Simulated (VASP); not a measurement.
# Pt (Im-3m) in VASP: a series of runs, part 2 of 2

VASP 6.6.1. The steps go on from the part before.

### 3 Single point, PBEsol

This run uses another cell than the first one, of 15.20 Å³/atom, 0.956 times its volume.

INCAR

```
ALGO     = Normal         # electronic algorithm
EDIFF    = 1E-6           # SCF threshold, eV
ENCUT    = 520            # plane-wave cutoff, eV
GGA      = PS             # functional
ISIF     = 2              # what is computed and relaxed
ISMEAR   = 0              # smearing method
LASPH    = T              # aspherical terms in the spheres
LCHARG   = F              # write CHGCAR
LREAL    = F              # projectors in reciprocal space
LWAVE    = F              # write WAVECAR
NBANDS   = 11             # bands
NELM     = 80             # most SCF steps
PREC     = Accurate       # precision mode
SIGMA    = 0.15           # smearing width, eV
```

KPOINTS

```
k-points
0
Gamma
  16 16 16
```

POSCAR

```
Pt
1.0
   -1.5604706007      1.5604706007      1.5604706007
    1.5604706007     -1.5604706007      1.5604706007
    1.5604706007      1.5604706007     -1.5604706007
Pt
1
Direct
    0.0000000000      0.0000000000      0.0000000000
```

Potentials or basis: VASP PAW PBE potentials, release 64 (Pt).

On the command line:

```
> cat potpaw_PBE.64/Pt/POTCAR > POTCAR
> mpirun -np 1 vasp_std > vasp.out
```

OUTCAR:

```text
EDIFF = 1E-6
   ENCUT = 520
   GGA = PS
   ISIF = 2
   ISMEAR = 0
   LASPH = T
   LREAL = F
   NELM = 80
   PREC = Accurate

 ion  position               nearest neighbor table
   1  0.000  0.000  0.000-

  LATTYP: Found a body centered cubic cell.
 ALAT       =     3.1209412014

  Lattice vectors:

 A1 = (  -1.5604706007,   1.5604706007,   1.5604706007)
 A2 = (   1.5604706007,  -1.5604706007,   1.5604706007)
 A3 = (   1.5604706007,   1.5604706007,  -1.5604706007)

Analysis of symmetry for initial positions (statically):
=====================================================================
 Subroutine PRICEL returns:
 Original cell was already a primitive cell.

 Routine SETGRP: Setting up the symmetry group for a
 body centered cubic supercell.

 Subroutine GETGRP returns: Found 48 space group operations
[... 9 lines left out ...]

 Routine SETGRP: Setting up the symmetry group for a
 body centered cubic supercell.

 Subroutine GETGRP returns: Found 48 space group operations
[... 11 lines left out ...]
                                     Primitive cell

  volume of cell :      15.1994

  direct lattice vectors                    reciprocal lattice vectors
    -1.560470601  1.560470601  1.560470601     0.000000000  0.320416161  0.320416161
     1.560470601 -1.560470601  1.560470601     0.320416161  0.000000000  0.320416161
     1.560470601  1.560470601 -1.560470601     0.320416161  0.320416161  0.000000000

  length of vectors
     2.702814364  2.702814364  2.702814364     0.453136881  0.453136881  0.453136881

  position of ions in fractional coordinates (direct lattice)
     0.000000000  0.000000000  0.000000000

  ion indices of the primitive-cell ions
   primitive index   ion index
                 1           1

----------------------------------------------------------------------------------------

 KPOINTS: k-points

Automatic generation of k-mesh.
 Grid dimensions read from file:
 generate k-points for:   16   16   16

 Generating k-lattice:

  Cartesian coordinates                     Fractional coordinates (reciprocal lattice)
     0.000000000  0.020026010  0.020026010     0.062500000  0.000000000  0.000000000
     0.020026010  0.000000000  0.020026010     0.000000000  0.062500000  0.000000000
     0.020026010  0.020026010  0.000000000     0.000000000  0.000000000  0.062500000

  Length of vectors
     0.028321055  0.028321055  0.028321055

  Shift w.r.t. Gamma in fractional coordinates (k-lattice)
     0.000000000  0.000000000  0.000000000

 Subroutine IBZKPT returns following result:
 ===========================================

 Found    145 irreducible k-points:

 Following reciprocal coordinates:
            Coordinates               Weight
  0.000000  0.000000  0.000000      1.000000
  0.062500  0.000000  0.000000     12.000000
  0.125000  0.000000  0.000000     12.000000
  0.187500  0.000000  0.000000     12.000000
  0.250000  0.000000  0.000000     12.000000
  0.312500  0.000000  0.000000     12.000000
[... 16 lines left out ...]
  0.187500  0.187500  0.000000     24.000000
  0.250000  0.187500  0.000000     48.000000
 [... further k-points ...]
   k-points           NKPTS =    145   k-points in BZ     NKDIM =    145   number of bands    NBANDS=     11
   number of dos      NEDOS =    301   number of ions     NIONS =      1
   total plane-waves  NPLWV =   8000
   dimension x,y,z NGX =    20 NGY =   20 NGZ =   20
   dimension x,y,z NGXF=    40 NGYF=   40 NGZF=   40
   ions per type =               1
   NGX,Y,Z   is equivalent  to a cutoff of  12.30, 12.30, 12.30 a.u.
   NGXF,Y,Z  is equivalent  to a cutoff of  24.60, 24.60, 24.60 a.u.
 SYSTEM =  unknown system
   PREC   = accura    normal or accurate (medium, high low for compatibility)
   ISTART =      0    job   : 0-new  1-cont  2-samecut
   ICHARG =      2    charge: 1-file 2-atom 10-const
   ISPIN  =      1    spin polarized calculation?
   LNONCOLLINEAR =      F non collinear calculations
   LSORBIT =      F    spin-orbit coupling
   LASPH  =      T    aspherical Exc in radial PAW
   ENCUT  =  520.0 eV  38.22 Ry    6.18 a.u.   5.03  5.03  5.03*2*pi/ulx,y,z
   NELM   =     80;   NELMIN=  2; NELMDL= -5     # of ELM steps
   EDIFF  = 0.1E-05   stopping-criterion for ELM
   LREAL  =      F    real-space projection
   EDIFFG = 0.1E-04   stopping-criterion for IOM
   NSW    =      0    number of steps for IOM
   IBRION =     -1    ionic relax: 0-MD 1-quasi-New 2-CG
   NFREE  =      0    steps in history (QN), initial steepest desc. (CG)
   ISIF   =      2    stress and relaxation
   ISYM   =      2    0-nonsym 1-usesym 2-fastsym
   POTIM  = 0.5000    time-step for ionic-motion
   TEBEG  =    0.0;   TEEND  =   0.0 temperature during run
   PSTRESS=    0.0 pullay stress
   NELECT =      10.0000    total number of electrons
   NUPDOWN=      -1.0000    fix difference up-down
   EMIN   =  10.00;   EMAX   =-10.00  energy-range for DOS
   EFERMI =   0.00;   METHOD = LEGACY
   ISMEAR =     0;   SIGMA  =   0.15  broadening in eV -4-tet -1-fermi 0-gaus
   EFERMI_NEDOS =   21; number of points for ismear=-14 and -15
   IALGO  =     38    algorithm
   IMIX   =      4    mixing-type and parameters
     AMIX     =   0.40;   BMIX     =  1.00
     AMIX_MAG =   1.60;   BMIX_MAG =  1.00
  volume/ion in A,a.u.               =      15.20       102.57
  Fermi-wavevector in a.u.,A,eV,Ry     =   1.423855  2.690697 27.583967  2.027364
  Thomas-Fermi vector in A             =   2.544409
   LORBIT       =      0    0 simple, 1 ext, 2 COOP (PROOUT), +10 PAW based schemes
   GGA     = PS    functional components
   LHFCALC =     F    Hartree Fock is set to
   AEXX    =    0.0000 exact exchange contribution
   IVDW    =     0    specifies the selected vdW correction
   LEPSILON=     F    determine dielectric tensor
   LRPA    =     F    only Hartree local field effects (RPA)
 non-spin polarized calculation
 Gauss-broadening in eV      SIGMA  =   0.15
  energy-cutoff  :      520.00
  volume of cell :       15.20
 maximum number of plane-waves:       420
   NGX =  9   NGY =  9   NGZ =  9

 number of electron      10.0000000 magnetization

 number of electron       9.9999997 magnetization

 Free energy of the ion-electron system (eV)
  ---------------------------------------------------
  ext. energy  EPLUGINS =         0.00000000
  ---------------------------------------------------
  free energy    TOTEN  =        -6.84903085 eV

  energy without entropy =       -6.83348606  energy(sigma->0) =       -6.84125845

 E-fermi :  10.7516     XC(G=0): -13.5749

 val. band max:       10.7470693732   @ k =   0.2500   0.0625   0.0625
 cond. band min:      10.7593624861   @ k =  -0.4375   0.5000   0.3750
 fundamental gap:      0.0122931129
 Fermi energy:        10.7516168897

 k-point     1 :       0.0000    0.0000    0.0000
  band No.  band energies     occupation
      1       0.7507      2.00000
      2       7.0207      2.00000
      3       7.0207      2.00000
      4       7.0207      2.00000
      5       9.6813      2.00000
      6       9.6813      2.00000
      7      27.7936      0.00000
      8      27.7936      0.00000
      9      27.7936      0.00000
     10      38.2942      0.00000
     11      38.2942      0.00000

 k-point     2 :       0.0625    0.0000    0.0000
  band No.  band energies     occupation
      1       0.9160      2.00000
      2       6.9536      2.00000
      3       7.0199      2.00000
      4       7.1554      2.00000
      5       9.5928      2.00000
      6       9.6857      2.00000
      7      27.8770      0.00000
      8      27.9511      0.00000
      9      28.0408      0.00000
     10      36.2141      0.00000
     11      36.8462      0.00000

 k-point     3 :       0.1250    0.0000    0.0000
  band No.  band energies     occupation
      1       1.3938      2.00000
      2       6.7674      2.00000
      3       7.0055      2.00000
      4       7.5524      2.00000
      5       9.3945      2.00000
      6       9.7018      2.00000
      7      27.9889      0.00000
      8      28.1602      0.00000
      9      28.7604      0.00000
     10      34.4196      0.00000
     11      34.7794      0.00000
[... 267 lines left out ...]
 k-point    23 :       0.1875    0.1875    0.0000
  band No.  band energies     occupation
      1       4.0574      2.00000
      2       6.2315      2.00000
      3       6.4069      2.00000
      4       9.0468      2.00000
      5      10.0066      2.00000
      6      10.8262      0.48184
      7      23.5213      0.00000
      8      25.5833      0.00000
      9      28.3722      0.00000
     10      31.0292      0.00000
     11      35.8403      0.00000

 k-point    24 :       0.2500    0.1875    0.0000
  band No.  band energies     occupation
      1       4.4995      2.00000
      2       6.0121      2.00000
      3       6.7785      2.00000
      4       9.1857      2.00000
      5      10.0772      2.00000
      6      12.1214      0.00000
      7      21.2713      0.00000
      8      24.3591      0.00000
      9      27.4179      0.00000
     10      31.8704      0.00000
     11      36.1318      0.00000

 [... further k-points ...]
[... 5 lines left out ...]
  --------------------------------------------------------------------------------------
  -------------------------------------------------------------------------------------
  Total       -0.0042812     -0.0042812     -0.0042812      0.0000000     -0.0000000      0.0000000
  in kB       -0.4512816     -0.4512816     -0.4512816      0.0000000     -0.0000000      0.0000000
  external PRESSURE =      -0.4512816 kB  Pullay stress =       0.0000000 kB

 VOLUME and BASIS-vectors are now :
 -----------------------------------------------------------------------------
  energy-cutoff  :      520.00
  volume of cell :       15.20
      direct lattice vectors                 reciprocal lattice vectors
    -1.560470601  1.560470601  1.560470601     0.000000000  0.320416161  0.320416161
     1.560470601 -1.560470601  1.560470601     0.320416161  0.000000000  0.320416161
     1.560470601  1.560470601 -1.560470601     0.320416161  0.320416161  0.000000000

 POSITION                                       TOTAL-FORCE (eV/Angst)
 -----------------------------------------------------------------------------------
      0.00000      0.00000      0.00000        -0.000000      0.000000      0.000000
 -----------------------------------------------------------------------------------
    total drift:                               -0.000000     -0.000000      0.000000

  FREE ENERGIE OF THE ION-ELECTRON SYSTEM (eV)
  ---------------------------------------------------
  free  energy   TOTEN  =        -6.8490308494 eV

  energy  without entropy=       -6.8334860598  energy(sigma->0) =       -6.84125845
```

Run time: 9.6 s. Hardware: 1 thread of AMD EPYC 9R45 (Zen 5), shared host; peak memory 0.11 GiB.

What came out:

- Free energy: -6.8490 eV
- Pressure: 0.0 GPa
- Band gap on the k mesh: zero (band 5 reaches 11.84 eV, above the bottom of band 6 at 9.53 eV)

Caveat: the PAW data sets were made with another functional, which shifts forces and pressure a little; spin-orbit coupling is left out, which moves the levels of the heavy elements.

### 4 Single point, PBEsol

This run uses another cell than the first one: it holds 8 atoms, not 1.

INCAR

```
SYSTEM = Pt
  ALGO = Fast
  EDIFF = 1E-7
  ENCUT = 520
  GGA = PS
  ISIF = 2
  ISMEAR = 0
  LASPH = .True.
  LCHARG = .False.
  LREAL = .False.
  LWAVE = .False.
  NBANDS = 50
  NELM = 100
  PREC = Accurate
  SIGMA = 0.15
```

KPOINTS

```
k-points
0
Gamma
  14 14 14
  0 0 0
```

POSCAR

```
Pt
1.0
    3.1209412024      3.1209412024     -3.1209412024
    3.1209412024     -3.1209412024      3.1209412024
   -3.1209412024     -3.1209412024     -3.1209412024
Pt
8
Direct
    0.0000000000      0.0000000000      0.5000000000
    0.5000000000      0.0000000000      0.5000000000
    0.0000000000      0.5000000000      0.5000000000
    0.5000000000      0.5000000000      0.5000000000
    0.0000000000      0.0000000000      0.0000000000
    0.5000000000      0.0000000000      0.0000000000
    0.0000000000      0.5000000000      0.0000000000
    0.5000000000      0.5000000000      0.0000000000
```

Potentials or basis: VASP PAW PBE potentials, release 64 (Pt).

On the command line:

```
> cat potpaw_PBE.64/Pt/POTCAR > POTCAR
> mpirun -np 1 vasp_std > vasp.out
```

OUTCAR:

```text
SYSTEM = Pt
   EDIFF = 1E-7
   ENCUT = 520
   GGA = PS
   ISIF = 2
   ISMEAR = 0
   LASPH = .True.
   LREAL = .False.
   NELM = 100
   PREC = Accurate

 ion  position               nearest neighbor table
   1  0.000  0.000  0.500-   2 2.70   3 2.70   5 2.70   8 2.70   5 2.70   3 2.70   2 2.70   8 2.70
                             7 3.12   7 3.12   4 3.12   6 3.12   4 3.12   6 3.12
   2  0.500  0.000  0.500-   1 2.70   4 2.70   6 2.70   7 2.70   6 2.70   4 2.70   1 2.70   7 2.70
                             5 3.12   8 3.12   8 3.12   5 3.12   3 3.12   3 3.12
   3  0.000  0.500  0.500-   1 2.70   4 2.70   6 2.70   7 2.70   7 2.70   1 2.70   4 2.70   6 2.70
[... 1501 lines left out ...]
  Total       -0.2125837     -0.2125837     -0.2125837     -0.0000000     -0.0000000      0.0000000
  in kB       -2.8010692     -2.8010692     -2.8010692     -0.0000000     -0.0000000      0.0000000
  external PRESSURE =      -2.8010692 kB  Pullay stress =       0.0000000 kB

 VOLUME and BASIS-vectors are now :
 -----------------------------------------------------------------------------
  energy-cutoff  :      520.00
  volume of cell :      121.60
      direct lattice vectors                 reciprocal lattice vectors
     3.120941202  3.120941202 -3.120941202     0.160208081  0.000000000 -0.160208081
     3.120941202 -3.120941202  3.120941202     0.160208081 -0.160208081  0.000000000
    -3.120941202 -3.120941202 -3.120941202     0.000000000 -0.160208081 -0.160208081

 POSITION                                       TOTAL-FORCE (eV/Angst)
 -----------------------------------------------------------------------------------
     -1.56047     -1.56047     -1.56047        -0.000000      0.000000      0.000000
      0.00000      0.00000     -3.12094         0.000000      0.000000     -0.000000
      0.00000     -3.12094      0.00000        -0.000000      0.000000     -0.000000
      1.56047     -1.56047     -1.56047         0.000000     -0.000000      0.000000
      0.00000      0.00000      0.00000         0.000000     -0.000000     -0.000000
      1.56047      1.56047     -1.56047         0.000000     -0.000000      0.000000
      1.56047     -1.56047      1.56047        -0.000000      0.000000      0.000000
      3.12094      0.00000      0.00000         0.000000     -0.000000      0.000000
 -----------------------------------------------------------------------------------
    total drift:                                0.000000     -0.000000      0.000000

  FREE ENERGIE OF THE ION-ELECTRON SYSTEM (eV)
  ---------------------------------------------------
  free  energy   TOTEN  =       -54.8653634888 eV

  energy  without entropy=      -54.7855269055  energy(sigma->0) =      -54.82544520
```

OSZICAR:

```text
N       E                     dE             d eps       ncg     rms          rms(c)
DAV:   1     0.525384106353E+03    0.52538E+03   -0.40698E+04 10400   0.155E+03
DAV:   2    -0.372018491236E+02   -0.56259E+03   -0.53014E+03 11474   0.346E+02
DAV:   3    -0.580062267981E+02   -0.20804E+02   -0.19614E+02 11530   0.612E+01
DAV:   4    -0.583059784480E+02   -0.29975E+00   -0.29849E+00 11334   0.729E+00
DAV:   5    -0.583106995295E+02   -0.47211E-02   -0.47150E-02 11380   0.889E-01    0.358E+01
RMM:   6    -0.552047182663E+02    0.31060E+01   -0.61145E+00 10417   0.118E+01    0.183E+01
RMM:   7    -0.549026493895E+02    0.30207E+00   -0.22876E+00 10584   0.632E+00    0.584E+00
RMM:   8    -0.548899715826E+02    0.12678E-01   -0.56771E-01 10564   0.380E+00    0.364E+00
RMM:   9    -0.548640403561E+02    0.25931E-01   -0.95487E-02 10864   0.148E+00    0.160E-01
RMM:  10    -0.548652788300E+02   -0.12385E-02   -0.12082E-02 10964   0.299E-01    0.167E-01
RMM:  11    -0.548660403208E+02   -0.76149E-03   -0.33348E-03 11065   0.238E-01    0.295E-01
RMM:  12    -0.548653405707E+02    0.69975E-03   -0.31253E-03 10756   0.280E-01    0.923E-02
RMM:  13    -0.548653591101E+02   -0.18539E-04   -0.19755E-04 10980   0.555E-02    0.566E-02
RMM:  14    -0.548653604049E+02   -0.12947E-05   -0.20302E-05 11205   0.170E-02    0.524E-02
RMM:  15    -0.548653634887E+02   -0.30839E-05   -0.88328E-06 11254   0.123E-02    0.409E-03
RMM:  16    -0.548653634407E+02    0.48009E-07   -0.15538E-06 10899   0.548E-03    0.336E-03
RMM:  17    -0.548653634888E+02   -0.48128E-07   -0.35376E-07  6921   0.197E-03
   1 F= -.54865363E+02 E0= -.54825445E+02  d E =-.798366E-01
```

stdout:

```text
POSCAR found type information on POSCAR Pt
 POSCAR found :  1 types and       8 ions
 scaLAPACK will be used
 -----------------------------------------------------------------------------
|                                                                             |
|                                                                             |
|     You enforced a specific xc type in the INCAR file but a different       |
|     I HOPE YOU KNOW WHAT YOU ARE DOING!                                     |
|                                                                             |
 -----------------------------------------------------------------------------

 LDA part: xc-table for (Slater+PW92), standard interpolation
 POSCAR, INCAR and KPOINTS ok, starting setup
 FFT: planning ... GRIDC
 FFT: planning ... GRID_SOFT
 FFT: planning ... GRID
 WAVECAR not read
 entering main loop
```

It took 5.7 min on 1 thread of Intel Xeon 6975P-C (Granite Rapids), shared host; peak memory 0.54 GiB.

What came out:

```yaml
Free_energy: -54.8654 eV
Pressure: -0.3 GPa
Band_gap_on_the_k_mesh: zero (band 40 reaches 11.34 eV, above the bottom of band 41 at 10.29 eV)
```

Caveat: the PAW data sets were made with another functional, which shifts forces and pressure a little; spin-orbit coupling is left out, which moves the levels of the heavy elements.

### 5 The runs side by side

```csv
cell,k mesh,smearing,gap on the mesh (eV),pressure (GPa)
"a = 2.744 Å, angles 109.5°, 1 atom",8 × 8 × 8,gaussian 0.1 eV,none,-9.8
"a = 2.703 Å, angles 109.5°, 1 atom",16 × 16 × 16,gaussian 0.15 eV,none,0.0
"a = 5.406 Å, angles 109.5°, 8 atoms",14 × 14 × 14,gaussian 0.15 eV,none,-0.3
```

Alike in all rows: task single point; level PBEsol; potentials or basis VASP PAW PBE potentials, release 64 (Pt); no spin polarisation; cutoff (eV) 520.

Caveats: the PAW data sets were made with another functional, which shifts forces and pressure a little; spin-orbit coupling is left out, which moves the levels of the heavy elements.

Total energies depend on the potentials used, so only differences within one code and one set of settings carry meaning.
